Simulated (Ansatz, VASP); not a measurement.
One calculation of BaTiO3, two programs

Contents of INCAR:

```
  PREC = Accurate
  ENCUT = 520
  EDIFF = 1E-6
  ISMEAR = -1
  SIGMA = 0.05
  LREAL = F
  LASPH = T
  NELM = 60
  ALGO = Normal
  ISIF = 2
  LWAVE = F
  LCHARG = F
  GGA = PE
  NBANDS = 28
```

File KPOINTS:

```
regular mesh
0
Gamma
  6 5 6
```

Contents of POSCAR:

```
BaTiO3
1.0
    3.7288979900     -0.4219254500      0.0223674800
   -0.2844733300      3.2754742700      3.1100811900
    0.3164270400     -2.7537071700      2.5899183700
Ba Ti O
1 1 3
Direct
    0.0036372600      0.9972694200      0.9985015400
    0.5002452300      0.5116078500      0.5101821300
    0.9983542100      0.4928168200      0.4950359800
    0.4999067000      0.5015397800      0.9945381500
    0.4978566000      0.9929861300      0.4979621900
```

File input.yaml:

```yaml
crystal:
  lattice:
    - [3.72889799, -0.42192545, 0.02236748]
    - [-0.28447333, 3.27547427, 3.11008119]
    - [0.31642704, -2.75370717, 2.58991837]
  atoms:
    - { symbol: Ba, position: [0.00363726, 0.99726942, 0.99850154] }
    - { symbol: Ti, position: [0.50024523, 0.51160785, 0.51018213] }
    - { symbol: O, position: [0.99835421, 0.49281682, 0.49503598] }
    - { symbol: O, position: [0.4999067, 0.50153978, 0.99453815] }
    - { symbol: O, position: [0.4978566, 0.99298613, 0.49796219] }
hamiltonian:
  xc: pbe
  pseudopotentials: { kind: paw }
kpoints:
  mp_grid: { grid: [6, 5, 6] }
  band_path:
    path:
      - [[0.0, 0.0, 0.5], [0.0, 0.0, 0.0], [0.0, -0.5, 0.0]]
      - [[0.0, -0.5, 0.5], [0.0, 0.0, 0.0], [0.5, 0.0, 0.0]]
      - [[0.5, 0.0, 0.5], [0.0, 0.0, 0.0], [0.5, -0.5, 0.0]]
      - [[0.5, -0.5, 0.5], [0.0, 0.0, 0.0]]
    npoints: 14
scf:
  occupations: { method: fermi_dirac, width: 0.05 }
  n_extra_bands: 12
output:
  forces: true
  stress: true
  eigenvalues: true
  fatbands: false
```

Alike in both runs: functional PBE; k mesh 6 × 5 × 6; occupations fermi-dirac, width 0.05 eV; no spin polarisation.

```csv
,VASP,Ansatz
version,VASP 6.6.1,Ansatz 0.2.0
potentials or method,"VASP PAW PBE potentials, release 64 (Ba_sv, Ti_sv, O)",Ansatz PAW
plane-wave cutoff (eV),520,420
valence electrons in the cell,40,40
task,single point,band structure
```

VASP gave:

| Quantity | Value |
| --- | --- |
| gap on the k mesh at the Fermi level (eV) | 0.52 |
| least direct gap on the mesh (eV) | 0.64 |
| pressure (GPa) | 20.0 |
| traceless stress, the component that is largest in VASP (GPa) | 27.46 |
| rms of the force components (eV/Å) | 0.278 |

Question: What did Ansatz give for the same quantities?

Answer: gap on the k mesh at the Fermi level (eV): 0.60; least direct gap on the mesh (eV): 0.70; pressure (GPa): 17.3; traceless stress, the component that is largest in VASP (GPa): 25.96; rms of the force components (eV/Å): 0.266.

Atom by atom the forces differ by 0.019 eV/Å (rms over components).

Neither program's run includes spin-orbit coupling.
